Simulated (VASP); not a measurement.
A run of VASP 6.6.1 is set up as follows.

File INCAR:

```
SYSTEM = Se
PREC     = Accurate       ! precision mode
ENCUT    = 520            ! plane-wave cutoff, eV
EDIFF    = 1E-6           ! SCF threshold, eV
ISMEAR   = 0              ! smearing method
SIGMA    = 0.1            ! smearing width, eV
LREAL    = .FALSE.        ! projectors in reciprocal space
LASPH    = .TRUE.         ! aspherical terms in the spheres
NELM     = 100            ! most SCF steps
ALGO     = Normal         ! electronic algorithm
ISIF     = 2              ! what is computed and relaxed
LWAVE    = .FALSE.        ! write WAVECAR
LCHARG   = .FALSE.        ! write CHGCAR
GGA      = PS             ! functional
NBANDS   = 34             ! bands
```

KPOINTS

```
Automatic mesh
0
G
  8 8 8
  0 0 0
```

The input POSCAR:

```
Se
1.0
    5.3912855495      0.0000000000      0.0000000000
    0.0000000000      5.3912855495      0.0000000000
    0.0000000000      0.0000000000      5.3912855495
Se
8
Direct
    0.5000000000      0.5000000000      0.5000000000
    0.0000000000      0.0000000000      0.0000000000
    0.2500000000      0.0000000000      0.5000000000
    0.5000000000      0.2500000000      0.0000000000
    0.5000000000      0.7500000000      0.0000000000
    0.7500000000      0.0000000000      0.5000000000
    0.0000000000      0.5000000000      0.7500000000
    0.0000000000      0.5000000000      0.2500000000
```

Potentials or basis: VASP PAW PBE potentials, release 64 (Se).

Launch:

```sh
$ cat potpaw_PBE.64/Se/POTCAR > POTCAR
$ mpirun -np 1 vasp_std > vasp.out
```

(1) What does it give for the pressure?

(2) What does it give for the band gap on the k mesh?

Answers

(1) 0.1 GPa.

(2) zero (band 24 reaches 6.44 eV, above the bottom of band 25 at 4.82 eV).

Caveat: the PAW data sets were made with another functional, which shifts forces and pressure a little.
